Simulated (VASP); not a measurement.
# WCl2F2 (I4/mmm) in VASP: relaxation of cell and atoms with PBE

Aim: the relaxation of cell and atoms of WCl2F2 with PBE.

Program: VASP 6.6.1. These are calculated values, not measurements. Logs are shortened: lines on timing, memory, paths and dates and some standing lists are left out, and cuts for length are marked.

### Step 1. The cell of the first run

It takes space group I4/mmm (No. 139, tetragonal). The conventional cell has a = 5.356 Å, b = 5.356 Å, c = 6.056 Å, α = 90.00°, β = 90.00°, γ = 90.00°. W (site symmetry 4/mmm) has 2 F at 1.83 Å within 2.4 Å. Cl (site symmetry -4m2) has 4 F at 2.70 Å and 2 Cl at 3.03 Å and 4 W at 3.08 Å within 3.6 Å. F (site symmetry 4mm) has 1 W at 1.83 Å and 1 F at 2.40 Å within 2.5 Å.

The cell was generated, and may not be a known phase.

### Step 2. Relaxation of cell and atoms, PBE

File INCAR:

```
SYSTEM = WCl2F2
PREC = Accurate ; ENCUT = 600
EDIFF = 1E-6 ; ISMEAR = 0
SIGMA = 0.1 ; LREAL = .FALSE.
LASPH = .TRUE. ; NELM = 80
ALGO = Normal ; ISIF = 3
LWAVE = .FALSE. ; LCHARG = .FALSE.
GGA = PE ; IBRION = 2
NSW = 100 ; EDIFFG = -0.01
```

File KPOINTS:

```
regular mesh
0
G
  10 10 10
  0 0 0
```

File POSCAR:

```
WCl2F2
1.0
   -2.6781236513      2.6781236513      3.0280893985
    2.6781236513     -2.6781236513      3.0280893985
    2.6781236513      2.6781236513     -3.0280893985
W Cl F
1 2 2
Direct
    0.0000000000      0.0000000000      0.0000000000
    0.7500000000      0.2500000000      0.5000000000
    0.2500000000      0.7500000000      0.5000000000
    0.3015857205      0.3015857205      0.0000000000
    0.6984142795      0.6984142795      0.0000000000
```

Potentials or basis: VASP PAW PBE potentials, release 64 (W_sv, Cl, F).

Launch:

```console
cat potpaw_PBE.64/W_sv/POTCAR potpaw_PBE.64/Cl/POTCAR potpaw_PBE.64/F/POTCAR > POTCAR
mpirun -np 1 vasp_std > vasp.out
```

OUTCAR:

```text
SYSTEM = WCl2F2
   PREC = Accurate
   ENCUT = 600
   EDIFF = 1E-6
   ISMEAR = 0
   LREAL = .FALSE.
   LASPH = .TRUE.
   NELM = 80
   ISIF = 3
   GGA = PE
   IBRION = 2
   NSW = 100
   EDIFFG = -0.01

 ion  position               nearest neighbor table
   1  0.000  0.000  0.000-   4 1.83   5 1.83   2 3.08   3 3.08   2 3.08   3 3.08   2 3.08   3 3.08
                             2 3.08   3 3.08
   2  0.750  0.250  0.500-   1 3.08   1 3.08   1 3.08   1 3.08
   3  0.250  0.750  0.500-   1 3.08   1 3.08   1 3.08   1 3.08
   4  0.302  0.302  0.000-   1 1.83
   5  0.698  0.698  0.000-   1 1.83

  LATTYP: Found a body centered tetragonal cell.
 ALAT       =     5.3562473026
 C/A-ratio  =     1.1306757240

  Lattice vectors:

 A1 = (  -2.6781236513,   2.6781236513,   3.0280893985)
 A2 = (   2.6781236513,  -2.6781236513,   3.0280893985)
 A3 = (   2.6781236513,   2.6781236513,  -3.0280893985)

Analysis of symmetry for initial positions (statically):
=====================================================================
 Subroutine PRICEL returns:
 Original cell was already a primitive cell.

 Routine SETGRP: Setting up the symmetry group for a
 body centered tetragonal supercell.

 Subroutine GETGRP returns: Found 16 space group operations
 (whereof 16 operations were pure point group operations)
 out of a pool of 16 trial point group operations.

The static configuration has the point symmetry D_4h.

Analysis of symmetry for dynamics (positions and initial velocities):
=====================================================================
 Subroutine PRICEL returns:
 Original cell was already a primitive cell.

 Routine SETGRP: Setting up the symmetry group for a
 body centered tetragonal supercell.

 Subroutine GETGRP returns: Found 16 space group operations
 (whereof 16 operations were pure point group operations)
 out of a pool of 16 trial point group operations.

The dynamic configuration has the point symmetry D_4h.

 Subroutine INISYM returns: Found 16 space group operations
 (whereof 16 operations are pure point group operations),
 and found     1 'primitive' translations

----------------------------------------------------------------------------------------

                                     Primitive cell

  volume of cell :      86.8740

  direct lattice vectors                    reciprocal lattice vectors
    -2.678123651  2.678123651  3.028089399     0.000000000  0.186697877  0.165120620
     2.678123651 -2.678123651  3.028089399     0.186697877  0.000000000  0.165120620
     2.678123651  2.678123651 -3.028089399     0.186697877  0.186697877  0.000000000

  length of vectors
     4.849125487  4.849125487  4.849125487     0.249240680  0.249240680  0.264030670

  position of ions in fractional coordinates (direct lattice)
     0.000000000  0.000000000  0.000000000
     0.750000000  0.250000000  0.500000000
     0.250000000  0.750000000  0.500000000
     0.301585721  0.301585721  0.000000000
     0.698414279  0.698414279  0.000000000

  ion indices of the primitive-cell ions
   primitive index   ion index
                 1           1
                 2           2
                 3           3
                 4           4
                 5           5

----------------------------------------------------------------------------------------

 KPOINTS: regular mesh

Automatic generation of k-mesh.
 Grid dimensions read from file:
 generate k-points for:   10   10   10

 Generating k-lattice:

  Cartesian coordinates                     Fractional coordinates (reciprocal lattice)
     0.000000000  0.018669788  0.016512062     0.100000000 -0.000000000  0.000000000
     0.018669788  0.000000000  0.016512062    -0.000000000  0.100000000  0.000000000
     0.018669788  0.018669788  0.000000000     0.000000000  0.000000000  0.100000000

  Length of vectors
     0.024924068  0.024924068  0.026403067

  Shift w.r.t. Gamma in fractional coordinates (k-lattice)
     0.000000000  0.000000000  0.000000000

 Subroutine IBZKPT returns following result:
 ===========================================

 Found    102 irreducible k-points:

 Following reciprocal coordinates:
            Coordinates               Weight
  0.000000  0.000000  0.000000      1.000000
  0.100000  0.000000 -0.000000      8.000000
  0.200000  0.000000 -0.000000      8.000000
  0.300000  0.000000 -0.000000      8.000000
  0.400000  0.000000  0.000000      8.000000
  0.500000  0.000000 -0.000000      4.000000
[... 16 lines left out ...]
  0.300000  0.300000 -0.000000      8.000000
  0.400000  0.300000 -0.000000     16.000000
 [... further k-points ...]
   k-points           NKPTS =    102   k-points in BZ     NKDIM =    102   number of bands    NBANDS=     25
   number of dos      NEDOS =    301   number of ions     NIONS =      5
   total plane-waves  NPLWV =  64000
   dimension x,y,z NGX =    40 NGY =   40 NGZ =   40
   dimension x,y,z NGXF=    80 NGYF=   80 NGZF=   80
   ions per type =               1   2   2
   NGX,Y,Z   is equivalent  to a cutoff of  13.71, 13.71, 13.71 a.u.
   NGXF,Y,Z  is equivalent  to a cutoff of  27.43, 27.43, 27.43 a.u.
 SYSTEM =  WCl2F2
   PREC   = accura    normal or accurate (medium, high low for compatibility)
   ISTART =      0    job   : 0-new  1-cont  2-samecut
   ICHARG =      2    charge: 1-file 2-atom 10-const
   ISPIN  =      1    spin polarized calculation?
   LNONCOLLINEAR =      F non collinear calculations
   LSORBIT =      F    spin-orbit coupling
   LASPH  =      T    aspherical Exc in radial PAW
   ENCUT  =  600.0 eV  44.10 Ry    6.64 a.u.   9.68  9.68  9.68*2*pi/ulx,y,z
   NELM   =     80;   NELMIN=  2; NELMDL= -5     # of ELM steps
   EDIFF  = 0.1E-05   stopping-criterion for ELM
   LREAL  =      F    real-space projection
   EDIFFG = -.1E-01   stopping-criterion for IOM
   NSW    =    100    number of steps for IOM
   IBRION =      2    ionic relax: 0-MD 1-quasi-New 2-CG
   NFREE  =      1    steps in history (QN), initial steepest desc. (CG)
   ISIF   =      3    stress and relaxation
   ISYM   =      2    0-nonsym 1-usesym 2-fastsym
   POTIM  = 0.5000    time-step for ionic-motion
   TEBEG  =    0.0;   TEEND  =   0.0 temperature during run
   PSTRESS=    0.0 pullay stress
   NELECT =      42.0000    total number of electrons
   NUPDOWN=      -1.0000    fix difference up-down
   EMIN   =  10.00;   EMAX   =-10.00  energy-range for DOS
   EFERMI =   0.00;   METHOD = LEGACY
   ISMEAR =     0;   SIGMA  =   0.10  broadening in eV -4-tet -1-fermi 0-gaus
   EFERMI_NEDOS =   21; number of points for ismear=-14 and -15
   IALGO  =     38    algorithm
   IMIX   =      4    mixing-type and parameters
     AMIX     =   0.40;   BMIX     =  1.00
     AMIX_MAG =   1.60;   BMIX_MAG =  1.00
  volume/ion in A,a.u.               =      17.37       117.25
  Fermi-wavevector in a.u.,A,eV,Ry     =   1.284876  2.428064 22.461951  1.650907
  Thomas-Fermi vector in A             =   2.417044
   LORBIT       =      0    0 simple, 1 ext, 2 COOP (PROOUT), +10 PAW based schemes
   GGA     = PE    functional components
   LHFCALC =     F    Hartree Fock is set to
   AEXX    =    0.0000 exact exchange contribution
   IVDW    =     0    specifies the selected vdW correction
   LEPSILON=     F    determine dielectric tensor
   LRPA    =     F    only Hartree local field effects (RPA)
 conjugate gradient relaxation of ions
 non-spin polarized calculation
 Gauss-broadening in eV      SIGMA  =   0.10
  energy-cutoff  :      600.00
  volume of cell :       86.87
 maximum number of plane-waves:      2917
   NGX = 19   NGY = 19   NGZ = 19

--------------------------------------- Ionic step        1  -------------------------------------------

 number of electron      42.0000016 magnetization

 Free energy of the ion-electron system (eV)
  ---------------------------------------------------
  ext. energy  EPLUGINS =         0.00000000
  ---------------------------------------------------
  free energy    TOTEN  =       -22.98280281 eV

  energy without entropy =      -22.98161414  energy(sigma->0) =      -22.98220848

------------------------ aborting loop because EDIFF is reached ----------------------------------------

  FORCE on cell =-STRESS in cart. coord.  units (eV):
  Direction    XX          YY          ZZ          XY          YZ          ZX
  --------------------------------------------------------------------------------------
  -------------------------------------------------------------------------------------
  Total       -0.0502346     -0.0502346      1.6766441      0.0000000     -0.0000000     -0.0000000
  in kB       -0.9264530     -0.9264530     30.9215699      0.0000000     -0.0000000     -0.0000000
  external PRESSURE =       9.6895547 kB  Pullay stress =       0.0000000 kB
[... 258 lines left out ...]
  energy  without entropy=      -22.9879774827  energy(sigma->0) =      -22.98856010

--------------------------------------- Ionic step        8  -------------------------------------------

 number of electron      42.0000006 magnetization

 Free energy of the ion-electron system (eV)
  ---------------------------------------------------
  ext. energy  EPLUGINS =         0.00000000
  ---------------------------------------------------
  free energy    TOTEN  =       -22.98914437 eV

  energy without entropy =      -22.98798513  energy(sigma->0) =      -22.98856475

 E-fermi :   3.4841     XC(G=0):  -9.9216

 val. band max:        3.4675883255   @ k =   0.5000   0.5000   0.5000
 cond. band min:       3.5371740877   @ k =   0.5000   0.5000   0.4000
 fundamental gap:      0.0695857622
 Fermi energy:         3.4840898202

 k-point     1 :       0.0000    0.0000    0.0000
  band No.  band energies     occupation
      1     -72.5212      2.00000
      2     -37.4256      2.00000
      3     -36.2840      2.00000
      4     -36.2839      2.00000
      5     -21.3970      2.00000
      6     -20.1825      2.00000
[... 661 lines left out ...]
     24       4.7180      0.00000
     25       4.9964      0.00000

 [... further k-points ...]

------------------------ aborting loop because EDIFF is reached ----------------------------------------

  FORCE on cell =-STRESS in cart. coord.  units (eV):
  Direction    XX          YY          ZZ          XY          YZ          ZX
  --------------------------------------------------------------------------------------
  -------------------------------------------------------------------------------------
  Total        0.0021509      0.0021509      0.0253188      0.0000000      0.0000000      0.0000000
  in kB        0.0398385      0.0398385      0.4689408      0.0000000      0.0000000      0.0000000
  external PRESSURE =       0.1828726 kB  Pullay stress =       0.0000000 kB
[... 20 lines left out ...]
  FREE ENERGIE OF THE ION-ELECTRON SYSTEM (eV)
  ---------------------------------------------------
  free  energy   TOTEN  =       -22.9891443663 eV

  energy  without entropy=      -22.9879851296  energy(sigma->0) =      -22.98856475

 reached required accuracy - stopping structural energy minimisation
```

It took 10 min on 1 thread of AMD EPYC 9R45 (Zen 5), shared host; peak memory 0.4 GiB.

Results:

```
Free energy                           : -22.9891 eV
Relaxed volume                        : 17.30 Å³/atom
Relaxed cell                          : a = 4.843 Å, b = 4.843 Å, c = 4.843 Å, α = 113.05°, β = 113.05°, γ = 102.53°
Space group after relaxing (to 0.1 Å) : I4/mmm (No. 139)
Energy gained by relaxing             : 1.3 meV/atom
Ionic steps                           : 8
Pressure after relaxing               : 0.0 GPa
Largest force after relaxing          : 0.007 eV/Å
Band gap on the k mesh                : 0.06 eV (least direct gap 0.29 eV)
```

Forces on the atoms (eV/Å):
```
W    0.000  0.000  0.000
Cl   0.000  0.000  0.000
Cl   0.000  0.000  0.000
F    0.000  0.000  0.007
F    0.000  0.000 -0.007
```

Step by step:
| step | energy change (eV) | largest force (eV/Å) | pressure (GPa) | volume (Å³) |
| --- | --- | --- | --- | --- |
| 1 | 0.0000 | 0.4661 | 0.97 | 86.87 |
| 2 | 0.0487 | 1.1114 | -3.63 | 88.19 |
| 3 | -0.0056 | 0.0389 | -0.25 | 87.19 |
| 4 | -0.0056 | 0.0468 | -0.21 | 87.18 |
| 5 | -0.0056 | 0.0549 | -0.21 | 87.17 |
| 6 | -0.0060 | 0.0380 | -0.12 | 86.93 |
| 7 | -0.0063 | 0.0118 | 0.01 | 86.56 |
| 8 | -0.0063 | 0.0074 | 0.02 | 86.50 |

Final structure:
```yaml
crystal:
  lattice:
    - [-2.67139, 2.67139, 3.03042]
    - [2.67139, -2.67139, 3.03042]
    - [2.67139, 2.67139, -3.03042]
  atoms:
    - { symbol: W, position: [0.00000, 0.00000, 0.00000] }
    - { symbol: Cl, position: [0.75000, 0.25000, 0.50000] }
    - { symbol: Cl, position: [0.25000, 0.75000, 0.50000] }
    - { symbol: F, position: [0.30357, 0.30357, 0.00000] }
    - { symbol: F, position: [0.69643, 0.69643, 0.00000] }
```

Caveat: the smearing spreads over this small gap; spin-orbit coupling is left out, which moves the levels of the heavy elements. A k mesh can miss the band edges.
